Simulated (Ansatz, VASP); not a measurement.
Given: the input of a run of VASP 6.6.1 on Sb.

Contents of INCAR:

```
PREC     = Accurate       # precision mode
ENCUT    = 520            # plane-wave cutoff, eV
EDIFF    = 1E-6           # SCF threshold, eV
ISMEAR   = -1             # smearing method
SIGMA    = 0.05           # smearing width, eV
LREAL    = False          # projectors in reciprocal space
LASPH    = True           # aspherical terms in the spheres
NELM     = 100            # most SCF steps
ALGO     = Normal         # electronic algorithm
ISIF     = 2              # what is computed and relaxed
LWAVE    = False          # write WAVECAR
LCHARG   = False          # write CHGCAR
NBANDS   = 12             # bands
```

The input KPOINTS:

```
regular mesh
0
Gamma
  8 8 8
```

File POSCAR:

```
Sb
1.0
    2.1102243954      1.2183386227      3.6812845966
   -2.1102243954      1.2183386227      3.6812845966
    0.0000000000     -2.4366772455      3.6812845966
Sb
2
Direct
    0.7665100000      0.7665100000      0.7665100000
    0.2334900000      0.2334900000      0.2334900000
```

Potentials or basis: VASP PAW LDA potentials, release 64 (Sb).

The run is started by

```sh
$ cat potpaw_LDA.64/Sb/POTCAR > POTCAR
$ mpirun -np 1 vasp_std > vasp.out
```

Task: Set up the same calculation for Ansatz 0.2.0. Potentials there: all-electron LAPW, scalar-relativistic.

Result: As run (the cutoff follows the program's own potentials):

Contents of input.yaml:

```yaml
crystal:
  lattice:
    - [2.1102243954, 1.2183386227, 3.6812845966]
    - [-2.1102243954, 1.2183386227, 3.6812845966]
    - [0.0, -2.4366772455, 3.6812845966]
  atoms:
    - { symbol: Sb, position: [0.76651, 0.76651, 0.76651] }
    - { symbol: Sb, position: [0.23349, 0.23349, 0.23349] }
kpoints:
  mp_grid: { grid: [8, 8, 8] }
scf:
  occupations: { method: fermi_dirac, width: 0.05 }
hamiltonian:
  xc: lda
  pseudopotentials: { kind: all_electron, lapw: { basis_error: 0.001 } }
output:
  forces: true
  stress: true
  eigenvalues: true
```

Potentials or basis: all-electron LAPW, scalar-relativistic.

Launch:

```bash
$ ansatz run input.yaml --threads 1 --pin off --max-ram 3072MiB --backend cpu --events-out ev --progress --plain --runs-dir out
```

Both were run:

|  | VASP | Ansatz | Ansatz less VASP |
| --- | --- | --- | --- |
| gap on the k mesh at the Fermi level (eV) | none | none | - |
| pressure (GPa) | 3.1 | 2.8 | -0.38 |
| traceless stress, the component that is largest in VASP (GPa) | -0.91 | -0.80 | +0.102 |
| rms of the force components (eV/Å) | 0.249 | 0.202 | -0.0476 |

LDA's correlation is that of Perdew and Zunger in VASP and of Perdew and Wang (1992) in Ansatz. Atom by atom the forces differ by 0.048 eV/Å (rms over components). A gap of «none» marks a metal or a gap that the smearing closes. Ansatz ran all-electron here, and VASP with PAW potentials.

Spin-orbit coupling is off throughout.
